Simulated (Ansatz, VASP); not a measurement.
**Sb in VASP and in Ansatz**

The input INCAR:

```
  PREC = Accurate
  ENCUT = 520
  EDIFF = 1E-7
  ISMEAR = -1
  SIGMA = 0.1
  LREAL = False
  LASPH = True
  NELM = 60
  ALGO = Normal
  ISIF = 2
  LWAVE = False
  LCHARG = False
  GGA = CA
  NBANDS = 12
```

File KPOINTS:

```
regular mesh
0
Gamma
  9 9 9
```

The input POSCAR:

```
Sb
1.0
    0.0000000000      3.3180059707      3.3180059707
    3.3180059707      0.0000000000      3.3180059707
    3.3180059707      3.3180059707      0.0000000000
Sb
2
Direct
    0.1250000000      0.1250000000      0.1250000000
    0.8750000000      0.8750000000      0.8750000000
```

Input for Ansatz:

```yaml
crystal:
  lattice:
    - [0.0, 3.3180059707, 3.3180059707]
    - [3.3180059707, 0.0, 3.3180059707]
    - [3.3180059707, 3.3180059707, 0.0]
  atoms:
    - { symbol: Sb, position: [0.125, 0.125, 0.125] }
    - { symbol: Sb, position: [0.875, 0.875, 0.875] }
hamiltonian:
  xc: lda
  pseudopotentials:
    kind: paw
    azcp:
      Sb: "pseudopotentials/Sb.paw.azcp"
basis:
  ecutwfc: 420
  fft_grid_basis: typed
kpoints:
  mp_grid: { grid: [9, 9, 9], shift: [0, 0, 0] }
magnetization:
  spin_polarized: false
scf:
  occupations: { method: fermi_dirac, width: 0.1 }
  lower_state_search: "off"
output:
  stress: true
```

Alike in both runs: task single point; functional LDA; k mesh 9 × 9 × 9; occupations fermi-dirac, width 0.1 eV; no spin polarisation.

```csv
,VASP,Ansatz
version,VASP 6.6.1,Ansatz 0.2.0
potentials or method,"VASP PAW LDA potentials, release 64 (Sb), cutoff 520 eV","plane waves (420 eV) with PAW, scalar-relativistic"
valence electrons in the cell,10,30
```

|  | VASP | Ansatz | Ansatz less VASP |
| --- | --- | --- | --- |
| pressure (GPa) | 3.8 | 3.5 | -0.26 |

Ansatz warns that its potentials were made for another functional, while VASP's fit it. LDA's correlation is that of Perdew and Zunger in VASP and of Perdew and Wang (1992) in Ansatz. VASP's potentials hold 10 valence electrons a cell and Ansatz's 30, so a difference there can come from the potentials and not from the codes.

Spin-orbit coupling is off throughout.
